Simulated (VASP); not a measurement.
# CsBr (Pm-3m) in VASP: settings compared

CsBr is run at these levels: LDA, PBE, PBE+D4, r2SCAN, HSE06; tasks: single point.

Program: VASP 6.6.1. These are calculated values, not measurements. Logs are shortened: lines on timing, memory, paths and dates and some standing lists are left out, and cuts for length are marked.

### Step 1. The cell of the first run

Symmetry: Pm-3m, No. 221, cubic system. The conventional cell has a = 4.319 Å, b = 4.319 Å, c = 4.319 Å, α = 90.00°, β = 90.00°, γ = 90.00°. Within 4.9 Å of Cs (site symmetry m-3m) lie 8 Br at 3.74 Å and 6 Cs at 4.32 Å. Br (site symmetry m-3m) has 8 Cs at 3.74 Å and 6 Br at 4.32 Å within 4.9 Å.

### Step 2. Single point, LDA

INCAR

```
SYSTEM = CsBr
  ALGO = Normal
  EDIFF = 1E-6
  ENCUT = 500
  GGA_COMPAT = .False.
  ISIF = 2
  ISMEAR = 0
  LASPH = .True.
  LCHARG = .True.
  LELF = .True.
  LREAL = .False.
  LVHAR = .True.
  LWAVE = .False.
  NBANDS = 15
  NELM = 120
  PREC = Accurate
  SIGMA = 0.01
```

KPOINTS

```
k-points
0
Gamma
  2 2 2
  0 0 0
```

POSCAR

```
CsBr
1.0
    4.3193779700      0.0000000000      0.0000000000
    0.0000000000      4.3193779700      0.0000000000
    0.0000000000      0.0000000000      4.3193779700
Cs Br
1 1
Direct
    0.0000000000      0.0000000000      0.0000000000
    0.5000000000      0.5000000000      0.5000000000
```

Potentials or basis: VASP PAW LDA potentials, release 64 (Cs_sv, Br).

On the command line:

```console
cat potpaw_LDA.64/Cs_sv/POTCAR potpaw_LDA.64/Br/POTCAR > POTCAR
mpirun -np 1 vasp_std > vasp.out
```

OUTCAR:

```text
SYSTEM = CsBr
   EDIFF = 1E-6
   ENCUT = 500
   ISIF = 2
   ISMEAR = 0
   LASPH = .True.
   LREAL = .False.
   NELM = 120
   PREC = Accurate

 ion  position               nearest neighbor table
   1  0.000  0.000  0.000-
   2  0.500  0.500  0.500-

  LATTYP: Found a simple cubic cell.
 ALAT       =     4.3193779700

  Lattice vectors:

 A1 = (   4.3193779700,   0.0000000000,   0.0000000000)
 A2 = (   0.0000000000,   4.3193779700,   0.0000000000)
 A3 = (   0.0000000000,   0.0000000000,   4.3193779700)

Analysis of symmetry for initial positions (statically):
=====================================================================
 Subroutine PRICEL returns:
 Original cell was already a primitive cell.

 Routine SETGRP: Setting up the symmetry group for a
 simple cubic supercell.

 Subroutine GETGRP returns: Found 48 space group operations
 (whereof 48 operations were pure point group operations)
 out of a pool of 48 trial point group operations.

The static configuration has the point symmetry O_h .

Analysis of symmetry for dynamics (positions and initial velocities):
=====================================================================
 Subroutine PRICEL returns:
 Original cell was already a primitive cell.

 Routine SETGRP: Setting up the symmetry group for a
 simple cubic supercell.

 Subroutine GETGRP returns: Found 48 space group operations
 (whereof 48 operations were pure point group operations)
 out of a pool of 48 trial point group operations.

The dynamic configuration has the point symmetry O_h .

 Subroutine INISYM returns: Found 48 space group operations
 (whereof 48 operations are pure point group operations),
 and found     1 'primitive' translations

----------------------------------------------------------------------------------------

                                     Primitive cell

  volume of cell :      80.5867

  direct lattice vectors                    reciprocal lattice vectors
     4.319377970  0.000000000  0.000000000     0.231514817  0.000000000  0.000000000
     0.000000000  4.319377970  0.000000000     0.000000000  0.231514817  0.000000000
     0.000000000  0.000000000  4.319377970     0.000000000  0.000000000  0.231514817

  length of vectors
     4.319377970  4.319377970  4.319377970     0.231514817  0.231514817  0.231514817

  position of ions in fractional coordinates (direct lattice)
     0.000000000  0.000000000  0.000000000
     0.500000000  0.500000000  0.500000000

  ion indices of the primitive-cell ions
   primitive index   ion index
                 1           1
                 2           2

----------------------------------------------------------------------------------------

 KPOINTS: k-points

Automatic generation of k-mesh.
 Grid dimensions read from file:
 generate k-points for:    2    2    2

 Generating k-lattice:

  Cartesian coordinates                     Fractional coordinates (reciprocal lattice)
     0.115757408  0.000000000  0.000000000     0.500000000  0.000000000  0.000000000
     0.000000000  0.115757408  0.000000000     0.000000000  0.500000000  0.000000000
     0.000000000  0.000000000  0.115757408     0.000000000  0.000000000  0.500000000

  Length of vectors
     0.115757408  0.115757408  0.115757408

  Shift w.r.t. Gamma in fractional coordinates (k-lattice)
     0.000000000  0.000000000  0.000000000

 Subroutine IBZKPT returns following result:
 ===========================================

 Found      4 irreducible k-points:

 Following reciprocal coordinates:
            Coordinates               Weight
  0.000000  0.000000  0.000000      1.000000
  0.500000  0.000000  0.000000      3.000000
  0.500000  0.500000  0.000000      3.000000
  0.500000  0.500000  0.500000      1.000000
   k-points           NKPTS =      4   k-points in BZ     NKDIM =      4   number of bands    NBANDS=     15
   number of dos      NEDOS =    301   number of ions     NIONS =      2
   total plane-waves  NPLWV =  32768
   dimension x,y,z NGX =    32 NGY =   32 NGZ =   32
   dimension x,y,z NGXF=    64 NGYF=   64 NGZF=   64
   ions per type =               1   1
   NGX,Y,Z   is equivalent  to a cutoff of  12.32, 12.32, 12.32 a.u.
   NGXF,Y,Z  is equivalent  to a cutoff of  24.63, 24.63, 24.63 a.u.
 SYSTEM =  CsBr
   PREC   = accura    normal or accurate (medium, high low for compatibility)
   ISTART =      0    job   : 0-new  1-cont  2-samecut
   ICHARG =      2    charge: 1-file 2-atom 10-const
   ISPIN  =      1    spin polarized calculation?
   LNONCOLLINEAR =      F non collinear calculations
   LSORBIT =      F    spin-orbit coupling
   LASPH  =      T    aspherical Exc in radial PAW
   ENCUT  =  500.0 eV  36.75 Ry    6.06 a.u.   7.88  7.88  7.88*2*pi/ulx,y,z
   NELM   =    120;   NELMIN=  2; NELMDL= -5     # of ELM steps
   EDIFF  = 0.1E-05   stopping-criterion for ELM
   LREAL  =      F    real-space projection
   EDIFFG = 0.1E-04   stopping-criterion for IOM
[... 14 lines left out ...]
   IALGO  =     38    algorithm
   IMIX   =      4    mixing-type and parameters
     AMIX     =   0.40;   BMIX     =  1.00
     AMIX_MAG =   1.60;   BMIX_MAG =  1.00
  volume/ion in A,a.u.               =      40.29       271.91
  Fermi-wavevector in a.u.,A,eV,Ry     =   0.955052  1.804786 12.410201  0.912124
  Thomas-Fermi vector in A             =   2.083854
   LORBIT       =      0    0 simple, 1 ext, 2 COOP (PROOUT), +10 PAW based schemes
   GGA     = CA    functional components
   LHFCALC =     F    Hartree Fock is set to
   AEXX    =    0.0000 exact exchange contribution
   IVDW    =     0    specifies the selected vdW correction
   LEPSILON=     F    determine dielectric tensor
   LRPA    =     F    only Hartree local field effects (RPA)
 non-spin polarized calculation
 Gauss-broadening in eV      SIGMA  =   0.01
  energy-cutoff  :      500.00
  volume of cell :       80.59
 maximum number of plane-waves:      2103
 NGX is ok and might be reduce to    32
   NGX = 15   NGY = 15   NGZ = 15

 number of electron      16.0000001 magnetization

 Free energy of the ion-electron system (eV)
  ---------------------------------------------------
  ext. energy  EPLUGINS =         0.00000000
  ---------------------------------------------------
  free energy    TOTEN  =        -6.56163632 eV

  energy without entropy =       -6.56163632  energy(sigma->0) =       -6.56163632

 E-fermi :  -0.3611     XC(G=0):  -8.2999

 val. band max:       -0.4253201399   @ k =   0.5000   0.5000   0.0000
 cond. band min:       3.5456368752   @ k =   0.0000   0.0000   0.0000
 fundamental gap:      3.9709570151
 Fermi energy:        -0.3610544872

 k-point     1 :       0.0000    0.0000    0.0000
  band No.  band energies     occupation
      1     -20.2945      2.00000
      2     -12.7699      2.00000
      3      -6.8914      2.00000
      4      -6.8914      2.00000
      5      -6.8914      2.00000
      6      -0.4360      2.00000
      7      -0.4360      2.00000
      8      -0.4360      2.00000
      9       3.5456      0.00000
     10       4.1678      0.00000
     11       4.1678      0.00000
     12       8.4329      0.00000
     13       8.4329      0.00000
     14       8.4329      0.00000
     15      11.3836      0.00000

 k-point     2 :       0.5000    0.0000    0.0000
  band No.  band energies     occupation
      1     -20.2439      2.00000
      2     -12.7844      2.00000
      3      -7.2800      2.00000
      4      -6.7888      2.00000
      5      -6.7888      2.00000
      6      -1.8020      2.00000
      7      -0.6428      2.00000
      8      -0.6428      2.00000
      9       5.1540      0.00000
     10       6.4476      0.00000
     11       6.8352      0.00000
     12       7.5902      0.00000
     13       8.1451      0.00000
     14       8.1451      0.00000
     15       9.1329      0.00000

 k-point     3 :       0.5000    0.5000    0.0000
  band No.  band energies     occupation
      1     -20.2003      2.00000
      2     -12.6684      2.00000
      3      -7.4739      2.00000
      4      -7.4739      2.00000
      5      -6.7241      2.00000
      6      -1.0256      2.00000
      7      -1.0256      2.00000
      8      -0.4253      2.00000
      9       4.4442      0.00000
     10       4.7309      0.00000
     11       6.5240      0.00000
     12       6.5240      0.00000
     13      10.1163      0.00000
     14      10.1163      0.00000
     15      10.4607      0.00000

 k-point     4 :       0.5000    0.5000    0.5000
  band No.  band energies     occupation
      1     -20.1591      2.00000
      2     -12.5931      2.00000
      3      -7.2957      2.00000
      4      -7.2957      2.00000
      5      -7.2957      2.00000
      6      -1.6252      2.00000
      7      -1.6252      2.00000
      8      -1.6252      2.00000
      9       7.5647      0.00000
     10       7.5647      0.00000
     11       7.5647      0.00000
     12       8.2789      0.00000
     13       8.2789      0.00000
     14       8.2789      0.00000
     15      10.6661      0.00000

------------------------ aborting loop because EDIFF is reached ----------------------------------------

  FORCE on cell =-STRESS in cart. coord.  units (eV):
  Direction    XX          YY          ZZ          XY          YZ          ZX
  --------------------------------------------------------------------------------------
  -------------------------------------------------------------------------------------
  Total       -0.5076069     -0.5076069     -0.5076069      0.0000000      0.0000000      0.0000000
  in kB      -10.0919347    -10.0919347    -10.0919347      0.0000000      0.0000000      0.0000000
  external PRESSURE =     -10.0919347 kB  Pullay stress =       0.0000000 kB

 VOLUME and BASIS-vectors are now :
 -----------------------------------------------------------------------------
  energy-cutoff  :      500.00
  volume of cell :       80.59
      direct lattice vectors                 reciprocal lattice vectors
     4.319377970  0.000000000  0.000000000     0.231514817  0.000000000  0.000000000
     0.000000000  4.319377970  0.000000000     0.000000000  0.231514817  0.000000000
     0.000000000  0.000000000  4.319377970     0.000000000  0.000000000  0.231514817

 POSITION                                       TOTAL-FORCE (eV/Angst)
 -----------------------------------------------------------------------------------
      0.00000      0.00000      0.00000         0.000000      0.000000      0.000000
      2.15969      2.15969      2.15969         0.000000      0.000000      0.000000
 -----------------------------------------------------------------------------------
    total drift:                                0.000000      0.000000     -0.000000

  FREE ENERGIE OF THE ION-ELECTRON SYSTEM (eV)
  ---------------------------------------------------
  free  energy   TOTEN  =        -6.5616363163 eV

  energy  without entropy=       -6.5616363163  energy(sigma->0) =       -6.56163632
```

Run time: 9.7 s. Hardware: 1 thread of Intel Xeon 8259CL, shared host; peak memory 0.15 GiB.

Results:

* Free energy: -6.5616 eV
* Pressure: -1.0 GPa
* Band gap on the k mesh: 3.97 eV (least direct gap 3.98 eV)

Levels at points of the mesh, in eV from the valence-band top:
```csv
k point,band 5,band 6,band 7,band 8,band 9,band 10,band 11,band 12
"(0.00, 0.00, 0.00)",-6.47,-0.01,-0.01,-0.01,3.97,4.59,4.59,8.86
"(0.50, 0.00, 0.00)",-6.36,-1.38,-0.22,-0.22,5.58,6.87,7.26,8.02
"(0.50, 0.50, 0.00)",-6.30,-0.60,-0.60,0.00,4.87,5.16,6.95,6.95
"(0.50, 0.50, 0.50)",-6.87,-1.20,-1.20,-1.20,7.99,7.99,7.99,8.70
```

Caveat: the k points lie up to 0.73 Å⁻¹ apart; spin-orbit coupling is left out, which moves the levels of the heavy elements. A k mesh can miss the band edges.

### Step 3. Single point, PBE

INCAR

```
PREC = Accurate
ENCUT = 500
EDIFF = 1E-6
ISMEAR = 0
SIGMA = 0.5
LREAL = F
LASPH = T
NELM = 120
ALGO = Normal
ISIF = 2
LWAVE = F
LCHARG = F
GGA = PE
NBANDS = 15
GGA_COMPAT = F
```

KPOINTS

```
regular mesh
0
Gamma
  4 4 4
```

POSCAR is that of step 2.

Potentials or basis: VASP PAW PBE potentials, release 64 (Cs_sv, Br).

On the command line:

```console
cat potpaw_PBE.64/Cs_sv/POTCAR potpaw_PBE.64/Br/POTCAR > POTCAR
mpirun -np 1 vasp_std > vasp.out
```

Run time: 20 s. Hardware: 1 thread of Intel Xeon 8259CL, shared host; peak memory 0.18 GiB.

The run converged. Its results:

```
Free energy            : -6.0141 eV
Pressure               : 0.7 GPa
Band gap on the k mesh : 4.42 eV (least direct gap 4.43 eV)
```

Levels at points of the mesh, in eV from the valence-band top:
```
           k point  band 5  band 6  band 7  band 8  band 9  band 10  band 11  band 12
(0.00, 0.00, 0.00)   -6.42   -0.01   -0.01   -0.01    4.42     4.93     4.93     9.04
(0.50, 0.00, 0.00)   -6.32   -1.28   -0.20   -0.20    5.91     7.19     7.63     8.33
(0.50, 0.50, 0.00)   -6.26   -0.57   -0.57    0.00    5.25     5.48     7.20     7.20
(0.50, 0.50, 0.50)   -6.80   -1.13   -1.13   -1.13    8.21     8.21     8.21     9.06
```

Caveat: spin-orbit coupling is left out, which moves the levels of the heavy elements.

### Step 4. Single point, PBE+D4

INCAR

```
ALGO     = Normal         # electronic algorithm
EDIFF    = 1E-6           # SCF threshold, eV
ENCUT    = 500            # plane-wave cutoff, eV
GGA      = PE             # functional
GGA_COMPAT= False        
ISIF     = 2              # what is computed and relaxed
ISMEAR   = 0              # smearing method
IVDW     = 13             # dispersion correction
LASPH    = True           # aspherical terms in the spheres
LCHARG   = False          # write CHGCAR
LREAL    = False          # projectors in reciprocal space
LWAVE    = False          # write WAVECAR
NBANDS   = 15             # bands
NELM     = 120            # most SCF steps
PREC     = Accurate       # precision mode
SIGMA    = 0.01           # smearing width, eV
```

KPOINTS

```
k-points
0
Gamma
  4 4 4
```

POSCAR is that of step 3.

On the command line:

```console
cat potpaw_PBE.64/Cs_sv/POTCAR potpaw_PBE.64/Br/POTCAR > POTCAR
mpirun -np 1 vasp_std > vasp.out
```

It took 16 s on 1 thread of Intel Xeon 8259CL, shared host; peak memory 0.18 GiB.

Results (log left out):

| Item | Value |
| --- | --- |
| Free energy | -6.3366 eV |
| Pressure | 0.1 GPa |
| Band gap on the k mesh | 4.42 eV (least direct gap 4.43 eV) |
| Dispersion energy per atom | -0.161 eV |

Levels at points of the mesh, in eV from the valence-band top:
```
           k point  band 6  band 7  band 8  band 9  band 10  band 11
(0.00, 0.00, 0.00)   -0.01   -0.01   -0.01    4.42     4.93     4.93
(0.50, 0.00, 0.00)   -1.28   -0.20   -0.20    5.91     7.19     7.63
(0.50, 0.50, 0.00)   -0.57   -0.57    0.00    5.25     5.48     7.20
(0.50, 0.50, 0.50)   -1.13   -1.13   -1.13    8.21     8.21     8.21
```

Caveat: spin-orbit coupling is left out, which moves the levels of the heavy elements.

### Step 5. Single point, r2SCAN

POSCAR is that of step 4.

INCAR.step1

```
SYSTEM = CsBr
ALGO     = Normal         ! electronic algorithm
EDIFF    = 1E-5           ! SCF threshold, eV
ENCUT    = 550            ! plane-wave cutoff, eV
GGA      = PE             ! functional
GGA_COMPAT= .False.      
ISMEAR   = 0              ! smearing method
LASPH    = .True.         ! aspherical terms in the spheres
LCHARG   = .False.        ! write CHGCAR
LREAL    = .False.        ! projectors in reciprocal space
LWAVE    = .True.         ! write WAVECAR
NBANDS   = 15             ! bands
NELM     = 120            ! most SCF steps
PREC     = Accurate       ! precision mode
SIGMA    = 0.01           ! smearing width, eV
```

INCAR.step2

```
SYSTEM = CsBr
ALGO     = Normal         ! electronic algorithm
EDIFF    = 1E-6           ! SCF threshold, eV
ENCUT    = 550            ! plane-wave cutoff, eV
GGA_COMPAT= .False.      
ISIF     = 2              ! what is computed and relaxed
ISMEAR   = 0              ! smearing method
ISTART   = 1            
LASPH    = .True.         ! aspherical terms in the spheres
LCHARG   = .False.        ! write CHGCAR
LMIXTAU  = .True.       
LREAL    = .False.        ! projectors in reciprocal space
LWAVE    = .False.        ! write WAVECAR
METAGGA  = R2SCAN         ! meta-GGA
NBANDS   = 15             ! bands
NELM     = 120            ! most SCF steps
PREC     = Accurate       ! precision mode
SIGMA    = 0.01           ! smearing width, eV
```

KPOINTS

```
k-points
0
Gamma
  4 4 4
  0 0 0
```

On the command line:

```console
cat potpaw_PBE.64/Cs_sv/POTCAR potpaw_PBE.64/Br/POTCAR > POTCAR
cp INCAR.step1 INCAR
mpirun -np 1 vasp_std > vasp.out
cp INCAR.step2 INCAR
mpirun -np 1 vasp_std > vasp.out
```

Wall time 2 min (1 thread of Intel Xeon 8259CL, shared host); peak memory 0.22 GiB.

It converged, with:

```yaml
Free_energy: -42.3245 eV
Pressure: 0.1 GPa
Band_gap_on_the_k_mesh: 5.19 eV
```

Levels at points of the mesh, in eV from the valence-band top:
```csv
k point,band 6,band 7,band 8,band 9,band 10,band 11
"(0.00, 0.00, 0.00)",0.00,0.00,0.00,5.19,5.42,5.42
"(0.50, 0.00, 0.00)",-1.26,-0.20,-0.20,6.43,7.85,8.37
"(0.50, 0.50, 0.00)",-0.58,-0.58,0.00,5.83,6.11,7.85
"(0.50, 0.50, 0.50)",-1.13,-1.13,-1.13,8.89,8.89,8.89
```

Caveat: the PAW data sets were made with another functional, which shifts forces and pressure a little; spin-orbit coupling is left out, which moves the levels of the heavy elements.

### Step 6. Single point, HSE06

POSCAR is that of step 5.

INCAR.step1

```
  ALGO = Normal
  EDIFF = 1E-5
  ENCUT = 400
  GGA = PE
  GGA_COMPAT = F
  ISIF = 2
  ISMEAR = 0
  LASPH = T
  LCHARG = F
  LREAL = F
  LWAVE = T
  NBANDS = 15
  NELM = 120
  PREC = Accurate
  SIGMA = 0.01
```

INCAR.step2

```
  ALGO = Normal
  EDIFF = 1E-6
  ENCUT = 400
  GGA = PE
  GGA_COMPAT = F
  HFSCREEN = 0.2079
  ISIF = 2
  ISMEAR = 0
  ISTART = 1
  LASPH = T
  LCHARG = F
  LHFCALC = T
  LREAL = F
  LWAVE = F
  NBANDS = 15
  NELM = 120
  PREC = Accurate
  PRECFOCK = Normal
  SIGMA = 0.01
```

KPOINTS

```
k-points
0
Gamma
  2 2 2
```

Potentials or basis: VASP PAW PBE potentials, release 64 (Cs_sv, Br).

On the command line:

```console
cat potpaw_PBE.64/Cs_sv/POTCAR potpaw_PBE.64/Br/POTCAR > POTCAR
cp INCAR.step1 INCAR
mpirun -np 1 vasp_std > vasp.out
cp INCAR.step2 INCAR
mpirun -np 1 vasp_std > vasp.out
```

Run time: 72 s. Hardware: 1 thread of Intel Xeon 8259CL, shared host; peak memory 0.26 GiB.

It converged, with:

* Free energy: -6.9097 eV
* Pressure: 0.9 GPa
* Band gap on the k mesh: 5.61 eV

Levels at points of the mesh, in eV from the valence-band top:
| k point | band 4 | band 5 | band 6 | band 7 | band 8 | band 9 | band 10 | band 11 | band 12 | band 13 |
| --- | --- | --- | --- | --- | --- | --- | --- | --- | --- | --- |
| (0.00, 0.00, 0.00) | -6.79 | -6.79 | 0.00 | 0.00 | 0.00 | 5.61 | 6.07 | 6.07 | 10.42 | 10.42 |
| (0.50, 0.00, 0.00) | -6.68 | -6.68 | -1.31 | -0.21 | -0.21 | 7.11 | 8.45 | 8.88 | 9.54 | 10.16 |
| (0.50, 0.50, 0.00) | -7.36 | -6.62 | -0.59 | -0.59 | 0.00 | 6.40 | 6.67 | 8.45 | 8.45 | 12.30 |
| (0.50, 0.50, 0.50) | -7.17 | -7.17 | -1.16 | -1.16 | -1.16 | 9.55 | 9.55 | 9.55 | 10.29 | 10.29 |

Caveat: the k points lie up to 0.73 Å⁻¹ apart; the PAW data sets were made with another functional, which shifts forces and pressure a little; spin-orbit coupling is left out, which moves the levels of the heavy elements.

### Step 7. The runs side by side

```csv
level,potentials or basis,k mesh,cutoff (eV),smearing,grid for exact exchange (PRECFOCK),share of exact exchange,screening parameter,gap on the mesh (eV),pressure (GPa)
LDA,"VASP PAW LDA potentials, release 64 (Cs_sv, Br)",2 × 2 × 2,500,gaussian 0.01 eV,-,-,-,3.97,-1.0
PBE,"VASP PAW PBE potentials, release 64 (Cs_sv, Br)",4 × 4 × 4,500,gaussian 0.5 eV,-,-,-,4.42,0.7
PBE+D4,"VASP PAW PBE potentials, release 64 (Cs_sv, Br)",4 × 4 × 4,500,gaussian 0.01 eV,-,-,-,4.42,0.1
r2SCAN,"VASP PAW PBE potentials, release 64 (Cs_sv, Br)",4 × 4 × 4,550,gaussian 0.01 eV,-,-,-,5.19,0.1
HSE06,"VASP PAW PBE potentials, release 64 (Cs_sv, Br)",2 × 2 × 2,400,gaussian 0.01 eV,Normal,0.25,0.2079 1/Å,5.61,0.9
```

Alike in all rows: task single point; no spin polarisation; cell as given.

Caveats: some runs use coarse meshes; spin-orbit coupling is left out, which moves the levels of the heavy elements; the PAW data sets were made with another functional, which shifts forces and pressure a little (at least some runs).

Absolute energies hang on the potentials; compare differences alone.
